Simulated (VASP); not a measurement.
# NaI (Immm) in VASP: notebook, part 2 of 2

VASP 6.6.1. The steps go on from the part before.

### Step 3. Single point, PBE (strain +0.0150 x Voigt [0, 0, 0, 0, 1, 0])

Input file INCAR:

```
  ALGO = Normal
  EDIFF = 1E-6
  ENCUT = 520
  GGA = PE
  ISIF = 2
  ISMEAR = 0
  LASPH = True
  LCHARG = False
  LREAL = False
  LWAVE = False
  NBANDS = 14
  NELM = 100
  PREC = Accurate
  SIGMA = 0.05
```

Input file KPOINTS:

```
k-points
0
Gamma
  6 6 6
```

Input file POSCAR:

```
NaI
1.0
    0.0242730000      3.2364000000      3.2364000000
    3.2606730000      0.0000000000      3.2606730000
    3.2364000000      3.2364000000      0.0242730000
Na I
1 1
Direct
    0.0000000000      0.0000000000      0.0000000000
    0.5000000000      0.5000000000      0.5000000000
```

Potentials or basis: VASP PAW PBE potentials, release 64 (Na_pv, I).

Started as:

```console
cat potpaw_PBE.64/Na_pv/POTCAR potpaw_PBE.64/I/POTCAR > POTCAR
mpirun -np 1 vasp_std > vasp.out
```

OUTCAR:

```text
EDIFF = 1E-6
   ENCUT = 520
   GGA = PE
   ISIF = 2
   ISMEAR = 0
   LASPH = True
   LREAL = False
   NELM = 100
   PREC = Accurate

 ion  position               nearest neighbor table
   1  0.000  0.000  0.000-
   2  0.500  0.500  0.500-

  LATTYP: Found a body centered orthorhombic cell.
 ALAT       =     4.5426335675
 B/A-ratio  =     1.0151133501
 C/A-ratio  =     1.4249003147

  Lattice vectors:

 A1 = (   0.0242730000,  -3.2364000000,   3.2364000000)
 A2 = (  -0.0242730000,  -3.2364000000,  -3.2364000000)
 A3 = (   3.2364000000,   3.2364000000,   0.0242730000)

Analysis of symmetry for initial positions (statically):
=====================================================================
 Subroutine PRICEL returns:
 Original cell was already a primitive cell.

 Routine SETGRP: Setting up the symmetry group for a
 body centered orthorhombic supercell.

 Subroutine GETGRP returns: Found  8 space group operations
 (whereof  8 operations were pure point group operations)
 out of a pool of  8 trial point group operations.

The static configuration has the point symmetry D_2h.

Analysis of symmetry for dynamics (positions and initial velocities):
=====================================================================
 Subroutine PRICEL returns:
 Original cell was already a primitive cell.

 Routine SETGRP: Setting up the symmetry group for a
 body centered orthorhombic supercell.

 Subroutine GETGRP returns: Found  8 space group operations
 (whereof  8 operations were pure point group operations)
 out of a pool of  8 trial point group operations.

The dynamic configuration has the point symmetry D_2h.

 Subroutine INISYM returns: Found  8 space group operations
 (whereof  8 operations are pure point group operations),
 and found     1 'primitive' translations

----------------------------------------------------------------------------------------

[... 116 lines left out ...]
   LORBIT       =      0    0 simple, 1 ext, 2 COOP (PROOUT), +10 PAW based schemes
   GGA     = PE    functional components
   LHFCALC =     F    Hartree Fock is set to
   AEXX    =    0.0000 exact exchange contribution
   IVDW    =     0    specifies the selected vdW correction
   LEPSILON=     F    determine dielectric tensor
   LRPA    =     F    only Hartree local field effects (RPA)
 non-spin polarized calculation
 Gauss-broadening in eV      SIGMA  =   0.05
  energy-cutoff  :      520.00
  volume of cell :       67.79
 maximum number of plane-waves:      1848
 NGX is ok and might be reduce to    36
   NGX = 17   NGY = 17   NGZ = 17

 number of electron      13.9999994 magnetization

 Free energy of the ion-electron system (eV)
  ---------------------------------------------------
  ext. energy  EPLUGINS =         0.00000000
  ---------------------------------------------------
  free energy    TOTEN  =        -5.38457880 eV

  energy without entropy =       -5.38457880  energy(sigma->0) =       -5.38457880

 E-fermi :   1.1241     XC(G=0):  -7.7050

 val. band max:        0.8402923978   @ k =   0.0000   0.0000   0.0000
 cond. band min:       4.4467782063   @ k =   0.0000   0.0000   0.0000
 fundamental gap:      3.6064858085
 Fermi energy:         1.1241005781

 k-point     1 :       0.0000    0.0000    0.0000
  band No.  band energies     occupation
      1     -21.6336      2.00000
      2     -21.6329      2.00000
      3     -21.6321      2.00000
      4     -10.2105      2.00000
      5       0.7751      2.00000
      6       0.8067      2.00000
      7       0.8403      2.00000
      8       4.4468      0.00000
      9       8.6529      0.00000
     10       8.7378      0.00000
     11       8.8223      0.00000
     12      10.5552      0.00000
     13      10.5571      0.00000
     14      11.2413      0.00000
[... 377 lines left out ...]
      1     -21.6378      2.00000
      2     -21.6343      2.00000
      3     -21.6325      2.00000
      4      -9.8978      2.00000
      5      -1.0511      2.00000
      6       0.0697      2.00000
      7       0.4899      2.00000
      8       6.6183      0.00000
      9       7.6319      0.00000
     10       8.6268      0.00000
     11       8.8101      0.00000
     12      10.8107      0.00000
     13      12.2400      0.00000
     14      12.9138      0.00000

 [... further k-points ...]
[... 5 lines left out ...]
  --------------------------------------------------------------------------------------
  -------------------------------------------------------------------------------------
  Total        0.1888507      0.1874390      0.1888507     -0.0000000      0.0000000     -0.0456290
  in kB        4.4631044      4.4297415      4.4631044     -0.0000000      0.0000000     -1.0783498
  external PRESSURE =       4.4519835 kB  Pullay stress =       0.0000000 kB

 VOLUME and BASIS-vectors are now :
 -----------------------------------------------------------------------------
  energy-cutoff  :      520.00
  volume of cell :       67.79
      direct lattice vectors                 reciprocal lattice vectors
     0.024273000  3.236400000  3.236400000    -0.155660097  0.154492646  0.155660097
     3.260673000  0.000000000  3.260673000     0.153342577 -0.154492646  0.153342577
     3.236400000  3.236400000  0.024273000     0.155660097  0.154492646 -0.155660097

 POSITION                                       TOTAL-FORCE (eV/Angst)
 -----------------------------------------------------------------------------------
      0.00000      0.00000      0.00000         0.000000     -0.000000     -0.000000
      3.26067      3.23640      3.26067        -0.000000      0.000000      0.000000
 -----------------------------------------------------------------------------------
    total drift:                                0.000000      0.000000      0.000000

  FREE ENERGIE OF THE ION-ELECTRON SYSTEM (eV)
  ---------------------------------------------------
  free  energy   TOTEN  =        -5.3845787976 eV

  energy  without entropy=       -5.3845787976  energy(sigma->0) =       -5.38457880
```

stdout:

```text
POSCAR found type information on POSCAR NaI
 POSCAR found :  2 types and       2 ions
 scaLAPACK will be used
 LDA part: xc-table for (Slater+PW92), standard interpolation
 POSCAR, INCAR and KPOINTS ok, starting setup
 FFT: planning ... GRIDC
 FFT: planning ... GRID_SOFT
 FFT: planning ... GRID
 WAVECAR not read
 entering main loop
```

Run time: 29 s. Hardware: 1 thread of Intel Xeon Platinum 8488C (Sapphire Rapids), shared host; peak memory 0.22 GiB.

What came out:

| Item | Value |
| --- | --- |
| Free energy | -5.3846 eV |
| Pressure | 0.4 GPa |
| Band gap on the k mesh | 3.61 eV |

Stress tensor (GPa, compression positive):
```
 0.45  0.00 -0.11
 0.00  0.44  0.00
-0.11  0.00  0.45
```

Levels at points of the mesh, in eV from the valence-band top:
| k point | band 4 | band 5 | band 6 | band 7 | band 8 | band 9 | band 10 | band 11 |
| --- | --- | --- | --- | --- | --- | --- | --- | --- |
| (0.00, 0.00, 0.00) | -11.05 | -0.07 | -0.03 | 0.00 | 3.61 | 7.81 | 7.90 | 7.98 |
| (0.50, 0.00, 0.00) | -10.73 | -2.21 | -0.35 | -0.32 | 5.04 | 7.34 | 7.41 | 8.71 |
| (0.00, 0.50, 0.00) | -10.74 | -2.22 | -0.31 | -0.28 | 5.08 | 7.41 | 7.49 | 8.68 |
| (0.50, 0.50, 0.00) | -10.66 | -1.93 | -0.78 | -0.78 | 4.46 | 5.52 | 9.83 | 11.27 |
| (0.50, 0.00, 0.50) | -10.66 | -1.93 | -0.82 | -0.73 | 4.46 | 5.53 | 9.84 | 11.24 |

Caveat: the cell differs from its parent crystal (strain +0.0150 x Voigt [0, 0, 0, 0, 1, 0]); spin-orbit coupling is left out, which moves the levels of the heavy elements.

### Step 4. Single point, PBE (strain -0.0100 x Voigt [0, 0, 0, 0, 1, 0])

Input file INCAR:

```
  PREC = Accurate
  ENCUT = 520
  EDIFF = 1E-7
  ISMEAR = 0
  SIGMA = 0.05
  LREAL = F
  LASPH = T
  NELM = 80
  ALGO = Normal
  ISIF = 2
  LWAVE = F
  LCHARG = T
  GGA = PE
  LELF = T
  LVHAR = T
  NBANDS = 14
```

Input file KPOINTS:

```
regular mesh
0
Gamma
  6 6 6
```

Input file POSCAR:

```
NaI
1.0
   -0.0161820000      3.2364000000      3.2364000000
    3.2202180000      0.0000000000      3.2202180000
    3.2364000000      3.2364000000     -0.0161820000
Na I
1 1
Direct
    0.0000000000      0.0000000000      0.0000000000
    0.5000000000      0.5000000000      0.5000000000
```

Potentials or basis: VASP PAW PBE potentials, release 64 (Na_pv, I).

Started as:

```console
cat potpaw_PBE.64/Na_pv/POTCAR potpaw_PBE.64/I/POTCAR > POTCAR
mpirun -np 1 vasp_std > vasp.out
```

OUTCAR:

```text
PREC = Accurate
   ENCUT = 520
   EDIFF = 1E-7
   ISMEAR = 0
   LREAL = F
   LASPH = T
   NELM = 80
   ISIF = 2
   GGA = PE

 ion  position               nearest neighbor table
   1  0.000  0.000  0.000-
   2  0.500  0.500  0.500-

  LATTYP: Found a body centered orthorhombic cell.
 ALAT       =     4.5540759694
 B/A-ratio  =     1.0100502513
 C/A-ratio  =     1.4213201632

  Lattice vectors:

 A1 = (   3.2364000000,  -3.2364000000,  -0.0161820000)
 A2 = (  -3.2364000000,  -3.2364000000,   0.0161820000)
 A3 = (   0.0161820000,   3.2364000000,  -3.2364000000)

Analysis of symmetry for initial positions (statically):
=====================================================================
 Subroutine PRICEL returns:
 Original cell was already a primitive cell.

 Routine SETGRP: Setting up the symmetry group for a
 body centered orthorhombic supercell.

 Subroutine GETGRP returns: Found  8 space group operations
 (whereof  8 operations were pure point group operations)
 out of a pool of  8 trial point group operations.

The static configuration has the point symmetry D_2h.

Analysis of symmetry for dynamics (positions and initial velocities):
=====================================================================
 Subroutine PRICEL returns:
 Original cell was already a primitive cell.

 Routine SETGRP: Setting up the symmetry group for a
 body centered orthorhombic supercell.

 Subroutine GETGRP returns: Found  8 space group operations
 (whereof  8 operations were pure point group operations)
 out of a pool of  8 trial point group operations.

The dynamic configuration has the point symmetry D_2h.

 Subroutine INISYM returns: Found  8 space group operations
 (whereof  8 operations are pure point group operations),
 and found     1 'primitive' translations

----------------------------------------------------------------------------------------

                                     Primitive cell
[... 115 lines left out ...]
   LORBIT       =      0    0 simple, 1 ext, 2 COOP (PROOUT), +10 PAW based schemes
   GGA     = PE    functional components
   LHFCALC =     F    Hartree Fock is set to
   AEXX    =    0.0000 exact exchange contribution
   IVDW    =     0    specifies the selected vdW correction
   LEPSILON=     F    determine dielectric tensor
   LRPA    =     F    only Hartree local field effects (RPA)
 non-spin polarized calculation
 Gauss-broadening in eV      SIGMA  =   0.05
  energy-cutoff  :      520.00
  volume of cell :       67.80
 maximum number of plane-waves:      1846
 NGX is ok and might be reduce to    36
   NGX = 17   NGY = 17   NGZ = 17

 number of electron      13.9999994 magnetization

 Free energy of the ion-electron system (eV)
  ---------------------------------------------------
  ext. energy  EPLUGINS =         0.00000000
  ---------------------------------------------------
  free energy    TOTEN  =        -5.38477196 eV

  energy without entropy =       -5.38477196  energy(sigma->0) =       -5.38477196

 E-fermi :   1.1273     XC(G=0):  -7.7046

 val. band max:        0.8290595895   @ k =   0.0000   0.0000   0.0000
 cond. band min:       4.4473115100   @ k =   0.0000   0.0000   0.0000
 fundamental gap:      3.6182519205
 Fermi energy:         1.1273043259

 k-point     1 :       0.0000    0.0000    0.0000
  band No.  band energies     occupation
      1     -21.6329      2.00000
      2     -21.6323      2.00000
      3     -21.6319      2.00000
      4     -10.2104      2.00000
      5       0.7856      2.00000
      6       0.8069      2.00000
      7       0.8291      2.00000
      8       4.4473      0.00000
      9       8.6804      0.00000
     10       8.7370      0.00000
     11       8.7934      0.00000
     12      10.5548      0.00000
     13      10.5557      0.00000
     14      11.2424      0.00000
[... 377 lines left out ...]
      1     -21.6361      2.00000
      2     -21.6335      2.00000
      3     -21.6332      2.00000
      4      -9.9083      2.00000
      5      -1.0537      2.00000
      6       0.0632      2.00000
      7       0.5421      2.00000
      8       6.6595      0.00000
      9       7.6439      0.00000
     10       8.7489      0.00000
     11       8.8191      0.00000
     12      10.9084      0.00000
     13      12.2357      0.00000
     14      12.7081      0.00000

 [... further k-points ...]
[... 5 lines left out ...]
  --------------------------------------------------------------------------------------
  -------------------------------------------------------------------------------------
  Total        0.1823987      0.1817070      0.1823987      0.0000000      0.0000000      0.0304169
  in kB        4.3104890      4.2941426      4.3104890      0.0000000      0.0000000      0.7188201
  external PRESSURE =       4.3050402 kB  Pullay stress =       0.0000000 kB

 VOLUME and BASIS-vectors are now :
 -----------------------------------------------------------------------------
  energy-cutoff  :      520.00
  volume of cell :       67.80
      direct lattice vectors                 reciprocal lattice vectors
    -0.016182000  3.236400000  3.236400000    -0.153724026  0.154492646  0.153724026
     3.220218000  0.000000000  3.220218000     0.155268991 -0.154492646  0.155268991
     3.236400000  3.236400000 -0.016182000     0.153724026  0.154492646 -0.153724026

 POSITION                                       TOTAL-FORCE (eV/Angst)
 -----------------------------------------------------------------------------------
      0.00000      0.00000      0.00000         0.000000     -0.000000     -0.000000
      3.22022      3.23640      3.22022        -0.000000      0.000000      0.000000
 -----------------------------------------------------------------------------------
    total drift:                                0.000000      0.000000      0.000000

  FREE ENERGIE OF THE ION-ELECTRON SYSTEM (eV)
  ---------------------------------------------------
  free  energy   TOTEN  =        -5.3847719614 eV

  energy  without entropy=       -5.3847719614  energy(sigma->0) =       -5.38477196
```

stdout:

```text
POSCAR found type information on POSCAR NaI
 POSCAR found :  2 types and       2 ions
 scaLAPACK will be used
 LDA part: xc-table for (Slater+PW92), standard interpolation
 POSCAR, INCAR and KPOINTS ok, starting setup
 FFT: planning ... GRIDC
 FFT: planning ... GRID_SOFT
 FFT: planning ... GRID
 WAVECAR not read
 entering main loop
```

Run time: 31 s. Hardware: 1 thread of Intel Xeon Platinum 8488C (Sapphire Rapids), shared host; peak memory 0.22 GiB.

What came out:

| Item | Value |
| --- | --- |
| Free energy | -5.3848 eV |
| Pressure | 0.4 GPa |
| Band gap on the k mesh | 3.62 eV |

Caveat: the cell differs from its parent crystal (strain -0.0100 x Voigt [0, 0, 0, 0, 1, 0]); spin-orbit coupling is left out, which moves the levels of the heavy elements.

### Step 5. Summary

| cell | gap on the mesh (eV) | pressure (GPa) |
| --- | --- | --- |
| a = 4.577, b = 4.531 Å, angles 60.3, 60.7, 60.3°, 2 atoms | 3.59 | 0.4 |
| a = 4.577, b = 4.611 Å, angles 59.8, 59.5, 59.8°, 2 atoms | 3.61 | 0.4 |
| a = 4.577, b = 4.554 Å, angles 60.2, 60.3, 60.2°, 2 atoms | 3.62 | 0.4 |

Alike in all rows: task single point; level PBE; potentials or basis VASP PAW PBE potentials, release 64 (Na_pv, I); no spin polarisation; k mesh 6 × 6 × 6; cutoff (eV) 520; smearing gaussian 0.05 eV.

Caveats: spin-orbit coupling is left out, which moves the levels of the heavy elements.

Absolute energies hang on the potentials; compare differences alone.
